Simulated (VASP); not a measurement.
Sn2O3: single point with PBE

Crystal: Sn2O3.

```
Sn O
1.0
     5.35659    0.00000    0.00000
     0.00000    5.35659    0.00000
     0.00000    0.00000    5.35659
Sn O
4 6
Cartesian
  1.3391 1.3391 1.3391
  4.0174 4.0174 1.3391
  4.0174 1.3391 4.0174
  1.3391 4.0174 4.0174
  2.6783 0.0000 0.0000
  0.0000 2.6783 0.0000
  0.0000 0.0000 2.6783
  2.6783 2.6783 0.0000
  2.6783 0.0000 2.6783
  0.0000 2.6783 2.6783
```

```
Program                : VASP 6.6.1
Task                   : single point
Functional             : PBE
Potentials or basis    : VASP PAW PBE potentials, release 64 (Sn_d, O)
Cutoff                 : 520 eV
k mesh                 : 7 × 7 × 7
Occupations            : fermi-dirac, width 0.0612256 eV
Spin                   : no spin polarisation
Dipole correction      : no
Further INCAR settings : ALGO = Normal; EDIFF = 1e-06; NBANDS = 57
```

The pressure is -5.4 GPa and the band gap on the k mesh is zero (bands 46 and 47 overlap by 0.11 eV).

Levels at points of the mesh, in eV from the Fermi level:
| k point | band 42 | band 43 | band 44 | band 45 | band 46 | band 47 | band 48 | band 49 | band 50 | band 51 |
| --- | --- | --- | --- | --- | --- | --- | --- | --- | --- | --- |
| (0.00, 0.00, 0.00) | -2.37 | -1.94 | -1.94 | -1.94 | -1.80 | 0.32 | 0.32 | 0.32 | 4.25 | 4.25 |

It took 2.5 min on 1 thread of AMD EPYC 7R13 Processor (Zen 3), on a shared host, peak memory 0.27 GiB.

Caveat: the cell stands under tension; semilocal functionals underestimate gaps, and a narrow one can read as zero; spin-orbit coupling is left out, which moves the levels of the heavy elements.
